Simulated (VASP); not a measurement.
# LaMn3 (Pm-3m) in VASP: further runs

LaMn3 is run at these levels: PBE, PBEsol, LDA; tasks: single point.

Program: VASP 6.6.1. These are calculated values, not measurements. Logs are shortened: lines on timing, memory, paths and dates and some standing lists are left out, and cuts for length are marked.

## Step 1: The cell of the first run

Symmetry: Pm-3m, No. 221, cubic system. The conventional cell has a = 4.165 Å, b = 4.165 Å, c = 4.165 Å, α = 90.00°, β = 90.00°, γ = 90.00°. Within 3.9 Å of La (site symmetry m-3m) lie 12 Mn at 2.94 Å. Mn (site symmetry 4/mmm) has 4 La at 2.94 Å and 8 Mn at 2.94 Å within 3.9 Å.

## Step 2: Single point, PBE, collinear spin, ferromagnetic start

Contents of INCAR:

```
SYSTEM = LaMn3
  PREC = Accurate
  ENCUT = 520
  EDIFF = 1E-7
  ISMEAR = 0
  SIGMA = 0.05
  LREAL = .FALSE.
  LASPH = .TRUE.
  NELM = 150
  ALGO = Normal
  ISIF = 2
  LWAVE = .FALSE.
  LCHARG = .FALSE.
  ISPIN = 2
  MAGMOM = 0 3.5 3.5 3.5
  LORBIT = 11
  LMAXMIX = 6
  GGA = PE
  NBANDS = 37
```

Contents of KPOINTS:

```
regular mesh
0
G
  8 8 8
  0 0 0
```

Contents of POSCAR:

```
LaMn3
1.0
    4.1647419280      0.0000000000      0.0000000000
    0.0000000000      4.1647419280      0.0000000000
    0.0000000000      0.0000000000      4.1647419280
La Mn
1 3
Direct
    0.0000000000      0.0000000000      0.0000000000
    0.0000000000      0.5000000000      0.5000000000
    0.5000000000      0.5000000000      0.0000000000
    0.5000000000      0.0000000000      0.5000000000
```

Potentials or basis: VASP PAW PBE potentials, release 64 (La, Mn_pv).

Run with:

```bash
$ cat potpaw_PBE.64/La/POTCAR potpaw_PBE.64/Mn_pv/POTCAR > POTCAR
$ mpirun -np 1 vasp_std > vasp.out
```

OUTCAR:

```text
SYSTEM = LaMn3
   PREC = Accurate
   ENCUT = 520
   EDIFF = 1E-7
   ISMEAR = 0
   LREAL = .FALSE.
   LASPH = .TRUE.
   NELM = 150
   ISIF = 2
   ISPIN = 2
   LORBIT = 11
   GGA = PE

 ion  position               nearest neighbor table
   1  0.000  0.000  0.000-   2 2.94   3 2.94   4 2.94   2 2.94   4 2.94   2 2.94   3 2.94   2 2.94
                             3 2.94   4 2.94   4 2.94   3 2.94
   2  0.000  0.500  0.500-   1 2.94   3 2.94   4 2.94   1 2.94   3 2.94   1 2.94   4 2.94   1 2.94
                             3 2.94   4 2.94   3 2.94   4 2.94
   3  0.500  0.500  0.000-   1 2.94   2 2.94   4 2.94   2 2.94   4 2.94   1 2.94   4 2.94   4 2.94
                             1 2.94   2 2.94   2 2.94   1 2.94
   4  0.500  0.000  0.500-   1 2.94   2 2.94   3 2.94   1 2.94   3 2.94   2 2.94   3 2.94   3 2.94
                             1 2.94   2 2.94   1 2.94   2 2.94

  LATTYP: Found a simple cubic cell.
 ALAT       =     4.1647419280

  Lattice vectors:

 A1 = (   4.1647419280,   0.0000000000,   0.0000000000)
 A2 = (   0.0000000000,   4.1647419280,   0.0000000000)
 A3 = (   0.0000000000,   0.0000000000,   4.1647419280)

Analysis of symmetry for initial positions (statically):
=====================================================================
 Subroutine PRICEL returns:
 Original cell was already a primitive cell.

 Routine SETGRP: Setting up the symmetry group for a
 simple cubic supercell.

 Subroutine GETGRP returns: Found 48 space group operations
 (whereof 48 operations were pure point group operations)
 out of a pool of 48 trial point group operations.

The static configuration has the point symmetry O_h .

Analysis of symmetry for dynamics (positions and initial velocities):
=====================================================================
 Subroutine PRICEL returns:
 Original cell was already a primitive cell.

 Routine SETGRP: Setting up the symmetry group for a
 simple cubic supercell.

 Subroutine GETGRP returns: Found 48 space group operations
 (whereof 48 operations were pure point group operations)
 out of a pool of 48 trial point group operations.

The dynamic configuration has the point symmetry O_h .

Analysis of structural, dynamic, and magnetic symmetry:
=====================================================================
 Subroutine PRICEL returns:
 Original cell was already a primitive cell.

 Routine SETGRP: Setting up the symmetry group for a
 simple cubic supercell.

 Subroutine GETGRP returns: Found 48 space group operations
 (whereof 48 operations were pure point group operations)
 out of a pool of 48 trial point group operations.

[... 137 lines left out ...]
  energy-cutoff  :      520.00
  volume of cell :       72.24
 maximum number of plane-waves:      1964
 NGX is ok and might be reduce to    32
   NGX = 15   NGY = 15   NGZ = 15

 number of electron      50.0000000 magnetization      10.5000000

 number of electron      49.9999904 magnetization       9.4439924

 Free energy of the ion-electron system (eV)
  ---------------------------------------------------
  ext. energy  EPLUGINS =         0.00000000
  ---------------------------------------------------
  free energy    TOTEN  =       -29.96364089 eV

  energy without entropy =      -29.95826825  energy(sigma->0) =      -29.96095457

 E-fermi :   8.4962     XC(G=0): -11.5831

 val. band max:        8.4931010729   @ k =   0.5000   0.5000   0.0000
 cond. band min:       8.4985661681   @ k =   0.3750   0.2500   0.1250
 fundamental gap:      0.0054650952
 Fermi energy:         8.4961850974

 spin component 1

 k-point     1 :       0.0000    0.0000    0.0000
  band No.  band energies     occupation
      1     -40.8491      1.00000
      2     -40.8491      1.00000
      3     -40.8491      1.00000
      4     -40.8201      1.00000
      5     -40.8201      1.00000
      6     -40.8201      1.00000
[... 949 lines left out ...]
     36      11.9027      0.00000
     37      12.0136      0.00000

 [... further k-points ...]

 spin component 2

 k-point     1 :       0.0000    0.0000    0.0000
  band No.  band energies     occupation
      1     -37.4914      1.00000
      2     -37.4914      1.00000
      3     -37.4914      1.00000
      4     -37.4621      1.00000
      5     -37.4621      1.00000
      6     -37.4621      1.00000
[... 949 lines left out ...]
     36      12.0421      0.00000
     37      12.1264      0.00000

 [... further k-points ...]

------------------------ aborting loop because EDIFF is reached ----------------------------------------

  FORCE on cell =-STRESS in cart. coord.  units (eV):
  Direction    XX          YY          ZZ          XY          YZ          ZX
  --------------------------------------------------------------------------------------
  -------------------------------------------------------------------------------------
  Total        0.0445091      0.0445091      0.0445091      0.0000000      0.0000000      0.0000000
  in kB        0.9871779      0.9871779      0.9871779      0.0000000      0.0000000      0.0000000
  external PRESSURE =       0.9871779 kB  Pullay stress =       0.0000000 kB

 VOLUME and BASIS-vectors are now :
 -----------------------------------------------------------------------------
  energy-cutoff  :      520.00
  volume of cell :       72.24
      direct lattice vectors                 reciprocal lattice vectors
     4.164741928  0.000000000  0.000000000     0.240110916  0.000000000  0.000000000
     0.000000000  4.164741928  0.000000000     0.000000000  0.240110916  0.000000000
     0.000000000  0.000000000  4.164741928     0.000000000  0.000000000  0.240110916

 POSITION                                       TOTAL-FORCE (eV/Angst)
 -----------------------------------------------------------------------------------
      0.00000      0.00000      0.00000         0.000000      0.000000      0.000000
      0.00000      2.08237      2.08237         0.000000      0.000000      0.000000
      2.08237      2.08237      0.00000         0.000000      0.000000      0.000000
      2.08237      0.00000      2.08237         0.000000      0.000000      0.000000
 -----------------------------------------------------------------------------------
    total drift:                                0.000000     -0.000000     -0.000000

  FREE ENERGIE OF THE ION-ELECTRON SYSTEM (eV)
  ---------------------------------------------------
  free  energy   TOTEN  =       -29.9636408887 eV

  energy  without entropy=      -29.9582682466  energy(sigma->0) =      -29.96095457

 total charge

# of ion       s       p       d       f       tot
--------------------------------------------------
    1        2.096   5.520   1.101   0.218   8.935
    2        0.331   6.181   5.038   0.000  11.550
    3        0.331   6.181   5.038   0.000  11.550
    4        0.331   6.181   5.038   0.000  11.550
--------------------------------------------------
tot          3.090  24.062  16.216   0.218  43.585

 magnetization (x)

# of ion       s       p       d       f       tot
--------------------------------------------------
    1       -0.023   0.044  -0.233  -0.013  -0.225
    2        0.006  -0.002   3.178   0.000   3.181
    3        0.006  -0.002   3.178   0.000   3.181
    4        0.006  -0.002   3.178   0.000   3.181
--------------------------------------------------
tot         -0.005   0.038   9.300  -0.013   9.319
```

Wall time 5 min (1 thread of Oxide Virtual Turin-like, shared host); peak memory 0.27 GiB.

Results:

```
Free energy                                           : -29.9636 eV
Pressure                                              : 0.1 GPa
Net moment                                            : 9.44 μB per cell
Site moments                                          : La -0.23; Mn +3.18 μB
Valence electrons inside the program's atomic spheres : La 8.94; Mn 11.55
```

Levels at points of the mesh, in eV from the Fermi level:
Spin up:
```
           k point  band 26  band 27  band 28  band 29  band 30  band 31  band 32  band 33  band 34  band 35
(0.00, 0.00, 0.00)    -0.80    -0.51    -0.51    -0.51     2.16     2.16     2.16     2.31     2.31     3.09
(0.50, 0.00, 0.00)    -1.59    -1.59    -1.43    -1.14    -0.51     1.33     1.33     1.85     2.98     3.32
(0.50, 0.50, 0.00)    -1.72    -1.67    -1.67    -1.21    -1.21     1.20     1.20     2.33     2.33     3.41
(0.50, 0.50, 0.50)    -0.92    -0.70    -0.70    -0.70     1.28     1.28     1.28     2.23     2.23     2.23
```
Spin down:
```tsv
k point	band 17	band 18	band 19	band 20	band 21	band 22	band 23	band 24
(0.00, 0.00, 0.00)	-1.39	-1.39	-1.39	-1.01	0.84	0.84	0.84	2.07
(0.50, 0.00, 0.00)	-0.66	-0.66	-0.64	-0.49	-0.33	0.27	0.27	0.89
(0.50, 0.50, 0.00)	-0.99	-0.58	-0.49	-0.49	0.00	0.00	0.40	0.40
(0.50, 0.50, 0.50)	-0.58	-0.47	0.44	0.44	0.44	1.01	1.01	1.01
```

Caveat: spin-orbit coupling is left out, which moves the levels of the heavy elements.

## Step 3: Single point, PBEsol, collinear spin, ferromagnetic start

Contents of INCAR:

```
SYSTEM = LaMn3
ALGO = Fast
EDIFF = 1E-6
ENCUT = 520
GGA = PS
ISIF = 2
ISMEAR = 0
ISPIN = 2
LASPH = .True.
LCHARG = .True.
LELF = .True.
LMAXMIX = 6
LORBIT = 11
LREAL = .False.
LVHAR = .True.
LWAVE = .False.
MAGMOM = 0 3.56 3.56 3.56
NBANDS = 37
NELM = 150
PREC = Accurate
SIGMA = 0.05
```

Contents of KPOINTS:

```
k-points
0
Gamma
  8 8 8
  0 0 0
```

POSCAR is that of step 2.

Potentials or basis: VASP PAW PBE potentials, release 64 (La, Mn_pv).

Run with:

```bash
$ cat potpaw_PBE.64/La/POTCAR potpaw_PBE.64/Mn_pv/POTCAR > POTCAR
$ mpirun -np 1 vasp_std > vasp.out
```

Wall time 8.4 min (1 thread of Oxide Virtual Turin-like, shared host); peak memory 0.29 GiB.

Results (log left out):

```yaml
Free_energy: -32.0833 eV
Pressure: -4.6 GPa
Net_moment: 9.56 μB per cell
Site_moments: La -0.19; Mn +3.18 μB
Valence_electrons_inside_the_program's_atomic_spheres: La 8.94; Mn 11.55
```

Levels at points of the mesh, in eV from the Fermi level:
Spin up:
```tsv
k point	band 28	band 29	band 30	band 31	band 32	band 33
(0.00, 0.00, 0.00)	-0.50	-0.50	2.14	2.14	2.14	2.30
(0.50, 0.00, 0.00)	-1.42	-1.11	-0.50	1.30	1.30	3.00
(0.50, 0.50, 0.00)	-1.64	-1.28	-1.21	1.18	3.44	3.46
(0.50, 0.50, 0.50)	-0.69	-0.69	2.19	2.20	2.20	3.56
```
Spin down:
```tsv
k point	band 16	band 17	band 18	band 19	band 20	band 21	band 22	band 23	band 24	band 25
(0.00, 0.00, 0.00)	-2.98	-1.38	-1.38	-1.38	-1.04	0.83	0.83	0.83	2.03	2.03
(0.50, 0.00, 0.00)	-2.01	-0.61	-0.61	-0.61	-0.47	-0.35	0.29	0.29	0.89	1.10
(0.50, 0.50, 0.00)	-0.96	-0.96	-0.55	-0.45	-0.45	0.03	0.03	0.35	0.37	0.96
(0.50, 0.50, 0.50)	-3.06	-0.53	-0.51	0.45	0.45	0.45	0.97	0.97	0.97	0.98
```

Caveat: the PAW data sets were made with another functional, which shifts forces and pressure a little; spin-orbit coupling is left out, which moves the levels of the heavy elements.

## Step 4: Single point, LDA, collinear spin, ferromagnetic start

INCAR: that of step 3 with these lines changed.

```diff
@@ -1,6 +1,5 @@
 SYSTEM = LaMn3
-ALGO = Fast
+ALGO = Normal
 EDIFF = 1E-6
 ENCUT = 520
-GGA = PS
 ISIF = 2
```

KPOINTS is that of step 3.

POSCAR is that of step 3.

Potentials or basis: VASP PAW LDA potentials, release 64 (La, Mn_pv).

Run with:

```bash
$ cat potpaw_LDA.64/La/POTCAR potpaw_LDA.64/Mn_pv/POTCAR > POTCAR
$ mpirun -np 1 vasp_std > vasp.out
```

Wall time 3.4 min (1 thread of Oxide Virtual Turin-like, shared host); peak memory 0.23 GiB.

The run converged. Its results:

| Quantity | Value |
| --- | --- |
| Free energy | -32.5091 eV |
| Pressure | -9.5 GPa |
| Net moment | 9.37 μB per cell |
| Site moments | La -0.12; Mn +3.06 μB |
| Valence electrons inside the program's atomic spheres | La 8.94; Mn 11.58 |

Levels at points of the mesh, in eV from the Fermi level:
Spin up:
| k point | band 27 | band 28 | band 29 | band 30 | band 31 | band 32 | band 33 | band 34 |
| --- | --- | --- | --- | --- | --- | --- | --- | --- |
| (0.00, 0.00, 0.00) | -0.30 | -0.30 | -0.30 | 2.12 | 2.12 | 2.12 | 2.43 | 2.43 |
| (0.50, 0.00, 0.00) | -1.35 | -1.22 | -0.87 | -0.30 | 1.39 | 1.39 | 1.93 | 2.87 |
| (0.50, 0.50, 0.00) | -1.40 | -1.40 | -1.23 | -1.02 | 1.32 | 1.32 | 2.38 | 2.38 |
| (0.50, 0.50, 0.50) | -0.48 | -0.48 | -0.48 | 1.43 | 1.43 | 1.43 | 2.21 | 2.21 |
Spin down:
| k point | band 18 | band 19 | band 20 | band 21 | band 22 | band 23 |
| --- | --- | --- | --- | --- | --- | --- |
| (0.00, 0.00, 0.00) | -1.43 | -1.43 | -1.14 | 0.68 | 0.68 | 0.68 |
| (0.50, 0.00, 0.00) | -0.57 | -0.57 | -0.54 | -0.45 | 0.20 | 0.20 |
| (0.50, 0.50, 0.00) | -0.58 | -0.44 | -0.44 | -0.01 | -0.01 | 0.21 |
| (0.50, 0.50, 0.50) | -0.33 | 0.34 | 0.34 | 0.34 | 0.78 | 0.78 |

Caveat: spin-orbit coupling is left out, which moves the levels of the heavy elements.

## Step 5: Overview

| level | potentials or basis | gap on the mesh (eV) | pressure (GPa) | moment (μB) |
| --- | --- | --- | --- | --- |
| PBE | VASP PAW PBE potentials, release 64 (La, Mn_pv) | none | 0.1 | 9.44 |
| PBEsol | VASP PAW PBE potentials, release 64 (La, Mn_pv) | none | -4.6 | 9.56 |
| LDA | VASP PAW LDA potentials, release 64 (La, Mn_pv) | none | -9.5 | 9.37 |

Alike in all rows: task single point; spin collinear, ferromagnetic start; cell as given; k mesh 8 × 8 × 8; cutoff (eV) 520; smearing gaussian 0.05 eV.

Caveats: spin-orbit coupling is left out, which moves the levels of the heavy elements; the PAW data sets were made with another functional, which shifts forces and pressure a little (some runs).

Total energies depend on the potentials used, so only differences within one code and one set of settings carry meaning.
